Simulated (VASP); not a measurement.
# MgO (I4/mmm) in VASP: notebook

The runs below take MgO through single point, with PBE, r2SCAN.

Everything below comes from runs of VASP 6.6.1. Logs are shortened: lines on timing, memory, paths and dates and some standing lists are left out, and cuts for length are marked.

## (1) The cell of the first run

The structure is tetragonal, space group I4/mmm (No. 139). The conventional cell has a = 2.824 Å, b = 2.824 Å, c = 4.204 Å, α = 90.00°, β = 90.00°, γ = 90.00°. Within 2.6 Å of Mg (site symmetry 4/mmm) lie 6 O at 2.00 to 2.10 Å. Within 2.6 Å of O (site symmetry 4/mmm) lie 6 Mg at 2.00 to 2.10 Å.

## (2) Single point, PBE (biaxial xy strain -5.0%)

The input, INCAR:

```
SYSTEM = MgO
PREC = Accurate
ENCUT = 520
EDIFF = 1E-6
ISMEAR = -1
SIGMA = 0.02
LREAL = .FALSE.
LASPH = .TRUE.
NELM = 80
ALGO = Normal
ISIF = 2
LWAVE = .FALSE.
LCHARG = .TRUE.
GGA = PE
LELF = .TRUE.
LVHAR = .TRUE.
NBANDS = 11
```

The input, KPOINTS:

```
Automatic mesh
0
G
  10 10 10
  0 0 0
```

The input, POSCAR:

```
MgO
1.0
    0.0000000000      1.9968488283      2.1021674158
    1.9968488283      0.0000000000      2.1021674158
    1.9968488283      1.9968488283      0.0000000000
Mg O
1 1
Direct
    0.0000000000      0.0000000000      0.0000000000
    0.5000000000      0.5000000000      0.5000000000
```

Potentials or basis: VASP PAW PBE potentials, release 64 (Mg, O).

Command:

```
$ cat potpaw_PBE.64/Mg/POTCAR potpaw_PBE.64/O/POTCAR > POTCAR
$ mpirun -np 1 vasp_std > vasp.out
```

OUTCAR:

```text
SYSTEM = MgO
   PREC = Accurate
   ENCUT = 520
   EDIFF = 1E-6
   ISMEAR = -1
   LREAL = .FALSE.
   LASPH = .TRUE.
   NELM = 80
   ISIF = 2
   GGA = PE

 ion  position               nearest neighbor table
   1  0.000  0.000  0.000-   2 2.00   2 2.00   2 2.00   2 2.00   2 2.10   2 2.10
   2  0.500  0.500  0.500-   1 2.00   1 2.00   1 2.00   1 2.00   1 2.10   1 2.10

  LATTYP: Found a body centered tetragonal cell.
 ALAT       =     2.8239706950
 C/A-ratio  =     1.4888025712

  Lattice vectors:

 A1 = (  -1.9968488283,   0.0000000000,   2.1021674158)
 A2 = (   1.9968488283,   0.0000000000,   2.1021674158)
 A3 = (   0.0000000000,   1.9968488283,  -2.1021674158)

Analysis of symmetry for initial positions (statically):
=====================================================================
 Subroutine PRICEL returns:
 Original cell was already a primitive cell.

 Routine SETGRP: Setting up the symmetry group for a
 body centered tetragonal supercell.

 Subroutine GETGRP returns: Found 16 space group operations
 (whereof 16 operations were pure point group operations)
 out of a pool of 16 trial point group operations.

The static configuration has the point symmetry D_4h.

Analysis of symmetry for dynamics (positions and initial velocities):
=====================================================================
 Subroutine PRICEL returns:
 Original cell was already a primitive cell.

 Routine SETGRP: Setting up the symmetry group for a
 body centered tetragonal supercell.

 Subroutine GETGRP returns: Found 16 space group operations
 (whereof 16 operations were pure point group operations)
 out of a pool of 16 trial point group operations.

The dynamic configuration has the point symmetry D_4h.

 Subroutine INISYM returns: Found 16 space group operations
 (whereof 16 operations are pure point group operations),
 and found     1 'primitive' translations

----------------------------------------------------------------------------------------

                                     Primitive cell

  volume of cell :      16.7644

  direct lattice vectors                    reciprocal lattice vectors
     0.000000000  1.996848828  2.102167416    -0.250394518  0.250394518  0.237849753
     1.996848828  0.000000000  2.102167416     0.250394518 -0.250394518  0.237849753
     1.996848828  1.996848828  0.000000000     0.250394518  0.250394518 -0.237849753

  length of vectors
     2.899398746  2.899398746  2.823970695     0.426576294  0.426576294  0.426576294

  position of ions in fractional coordinates (direct lattice)
     0.000000000  0.000000000  0.000000000
[... 83 lines left out ...]
   NFREE  =      0    steps in history (QN), initial steepest desc. (CG)
   ISIF   =      2    stress and relaxation
   ISYM   =      2    0-nonsym 1-usesym 2-fastsym
   POTIM  = 0.5000    time-step for ionic-motion
   TEBEG  =    0.0;   TEEND  =   0.0 temperature during run
   PSTRESS=    0.0 pullay stress
   NELECT =       8.0000    total number of electrons
   NUPDOWN=      -1.0000    fix difference up-down
   EMIN   =  10.00;   EMAX   =-10.00  energy-range for DOS
   EFERMI =   0.00;   METHOD = LEGACY
   ISMEAR =    -1;   SIGMA  =   0.02  broadening in eV -4-tet -1-fermi 0-gaus
   EFERMI_NEDOS =   21; number of points for ismear=-14 and -15
   IALGO  =     38    algorithm
   IMIX   =      4    mixing-type and parameters
     AMIX     =   0.40;   BMIX     =  1.00
     AMIX_MAG =   1.60;   BMIX_MAG =  1.00
  volume/ion in A,a.u.               =       8.38        56.57
  Fermi-wavevector in a.u.,A,eV,Ry     =   1.279309  2.417544 22.267739  1.636633
  Thomas-Fermi vector in A             =   2.411802
   LORBIT       =      0    0 simple, 1 ext, 2 COOP (PROOUT), +10 PAW based schemes
   GGA     = PE    functional components
   LHFCALC =     F    Hartree Fock is set to
   AEXX    =    0.0000 exact exchange contribution
   IVDW    =     0    specifies the selected vdW correction
   LEPSILON=     F    determine dielectric tensor
   LRPA    =     F    only Hartree local field effects (RPA)
 non-spin polarized calculation
  energy-cutoff  :      520.00
  volume of cell :       16.76
 maximum number of plane-waves:       467
 NGX is ok and might be reduce to    24
   NGX = 11   NGY = 11   NGZ = 11

 number of electron       7.9999997 magnetization

 Free energy of the ion-electron system (eV)
  ---------------------------------------------------
  ext. energy  EPLUGINS =         0.00000000
  ---------------------------------------------------
  free energy    TOTEN  =       -11.69878495 eV

  energy without entropy =      -11.69878495  energy(sigma->0) =      -11.69878495

 E-fermi :   4.4531     XC(G=0): -11.5995

 val. band max:        4.0948734843   @ k =   0.0000   0.0000   0.0000
 cond. band min:       9.8697923502   @ k =   0.0000   0.0000   0.0000
 fundamental gap:      5.7749188660
 Fermi energy:         4.4531476668

 k-point     1 :       0.0000    0.0000    0.0000
  band No.  band energies     occupation
      1     -13.8134      2.00000
      2       4.0189      2.00000
      3       4.0189      2.00000
      4       4.0949      2.00000
      5       9.8698      0.00000
      6      20.0938      0.00000
      7      20.6861      0.00000
      8      20.6861      0.00000
      9      24.7076      0.00000
     10      25.7578      0.00000
     11      27.4910      0.00000
[... 309 lines left out ...]
 k-point    24 :       0.4000    0.3000    0.0000
  band No.  band energies     occupation
      1     -12.4086      2.00000
      2       0.0510      2.00000
      3       2.6716      2.00000
      4       2.9626      2.00000
      5      14.5785      0.00000
      6      15.1116      0.00000
      7      18.4001      0.00000
      8      24.0881      0.00000
      9      24.2087      0.00000
     10      30.7570      0.00000
     11      32.7145      0.00000

 [... further k-points ...]
[... 5 lines left out ...]
  --------------------------------------------------------------------------------------
  -------------------------------------------------------------------------------------
  Total        3.5337147      3.5337147      1.6644767      0.0000000     -0.0000000      0.0000000
  in kB      337.7181442    337.7181442    159.0745241      0.0000000     -0.0000000      0.0000000
  external PRESSURE =     278.1702708 kB  Pullay stress =       0.0000000 kB

 VOLUME and BASIS-vectors are now :
 -----------------------------------------------------------------------------
  energy-cutoff  :      520.00
  volume of cell :       16.76
      direct lattice vectors                 reciprocal lattice vectors
     0.000000000  1.996848828  2.102167416    -0.250394518  0.250394518  0.237849753
     1.996848828  0.000000000  2.102167416     0.250394518 -0.250394518  0.237849753
     1.996848828  1.996848828  0.000000000     0.250394518  0.250394518 -0.237849753

 POSITION                                       TOTAL-FORCE (eV/Angst)
 -----------------------------------------------------------------------------------
      0.00000      0.00000      0.00000         0.000000      0.000000      0.000000
      1.99685      1.99685      2.10217         0.000000      0.000000     -0.000000
 -----------------------------------------------------------------------------------
    total drift:                               -0.000000     -0.000000      0.000000

  FREE ENERGIE OF THE ION-ELECTRON SYSTEM (eV)
  ---------------------------------------------------
  free  energy   TOTEN  =       -11.6987849465 eV

  energy  without entropy=      -11.6987849464  energy(sigma->0) =      -11.69878495
```

OSZICAR:

```text
N       E                     dE             d eps       ncg     rms          rms(c)
DAV:   1     0.120428032791E+02    0.12043E+02   -0.47837E+03  2572   0.658E+02
DAV:   2    -0.128851914713E+02   -0.24928E+02   -0.24561E+02  2591   0.137E+02
DAV:   3    -0.133181880725E+02   -0.43300E+00   -0.43276E+00  2680   0.153E+01
DAV:   4    -0.133191189840E+02   -0.93091E-03   -0.93090E-03  2520   0.817E-01
DAV:   5    -0.133191218687E+02   -0.28847E-05   -0.28847E-05  2646   0.439E-02    0.741E+00
DAV:   6    -0.117138962295E+02    0.16052E+01   -0.81693E+00  2349   0.165E+01    0.208E+00
DAV:   7    -0.117038736808E+02    0.10023E-01   -0.56099E-02  2535   0.205E+00    0.133E+00
DAV:   8    -0.116990269548E+02    0.48467E-02   -0.21014E-02  2397   0.166E+00    0.195E-01
DAV:   9    -0.116987611026E+02    0.26585E-03   -0.48957E-04  2637   0.150E-01    0.106E-01
DAV:  10    -0.116987843504E+02   -0.23248E-04   -0.39296E-04  2493   0.145E-01    0.126E-02
DAV:  11    -0.116987849465E+02   -0.59605E-06   -0.43754E-06  2595   0.165E-02
   1 F= -.11698785E+02 E0= -.11698785E+02  d E =-.137484E-10
```

stdout:

```text
POSCAR found type information on POSCAR MgO
 POSCAR found :  2 types and       2 ions
 scaLAPACK will be used
 LDA part: xc-table for (Slater+PW92), standard interpolation
 POSCAR, INCAR and KPOINTS ok, starting setup
 FFT: planning ... GRIDC
 FFT: planning ... GRID_SOFT
 FFT: planning ... GRID
 WAVECAR not read
 entering main loop
```

It took 8.9 s on 1 thread of Intel Xeon 6975P-C (Granite Rapids), shared host; peak memory 0.15 GiB.

What came out:

- Free energy: -11.6988 eV
- Pressure: 27.8 GPa
- Band gap on the k mesh: 5.77 eV, direct

Caveat: the cell differs from its parent crystal (biaxial xy strain -5.0%).

## (3) Single point, r2SCAN (biaxial xy strain -5.0%)

POSCAR is that of step 2.

The input, INCAR.step1:

```
ALGO = Normal
EDIFF = 1E-4
ENCUT = 520
GGA = PE
ISMEAR = 0
LASPH = T
LCHARG = F
LREAL = F
LWAVE = T
NBANDS = 11
NELM = 60
PREC = Accurate
SIGMA = 0.01
```

The input, INCAR.step2:

```
ALGO = Normal
EDIFF = 1E-7
ENCUT = 520
ISIF = 2
ISMEAR = 0
ISTART = 1
LASPH = T
LCHARG = F
LMIXTAU = T
LREAL = F
LWAVE = F
METAGGA = R2SCAN
NBANDS = 11
NELM = 60
PREC = Accurate
SIGMA = 0.01
```

The input, KPOINTS:

```
k-points
0
Gamma
  10 10 10
```

Potentials or basis: VASP PAW PBE potentials, release 64 (Mg, O).

Command:

```
$ cat potpaw_PBE.64/Mg/POTCAR potpaw_PBE.64/O/POTCAR > POTCAR
$ cp INCAR.step1 INCAR
$ mpirun -np 1 vasp_std > vasp.out
$ cp INCAR.step2 INCAR
$ mpirun -np 1 vasp_std > vasp.out
```

Wall time 43 s (1 thread of Intel Xeon 6975P-C (Granite Rapids), shared host); peak memory 0.15 GiB.

Results (log left out):

* Free energy: -16.0288 eV
* Pressure: 21.3 GPa
* Band gap on the k mesh: 6.69 eV, direct

Stress tensor (GPa, compression positive):
```
27.20  0.00  0.00
 0.00 27.20  0.00
 0.00  0.00  9.37
```

Levels at points of the mesh, in eV from the valence-band top:
```tsv
k point	band 1	band 2	band 3	band 4	band 5	band 6	band 7	band 8
(0.00, 0.00, 0.00)	-18.84	-0.08	-0.08	0.00	6.69	17.05	17.65	17.65
(0.50, 0.00, 0.00)	-17.30	-5.17	-0.93	-0.79	9.47	15.05	18.01	19.22
(0.50, 0.50, 0.00)	-17.14	-4.76	-1.41	-1.41	10.51	12.43	15.03	22.53
(0.50, 0.00, 0.50)	-16.97	-4.54	-1.83	-1.50	9.94	12.25	15.72	21.35
```

Caveat: the cell differs from its parent crystal (biaxial xy strain -5.0%); the PAW data sets were made with another functional, which shifts forces and pressure a little.
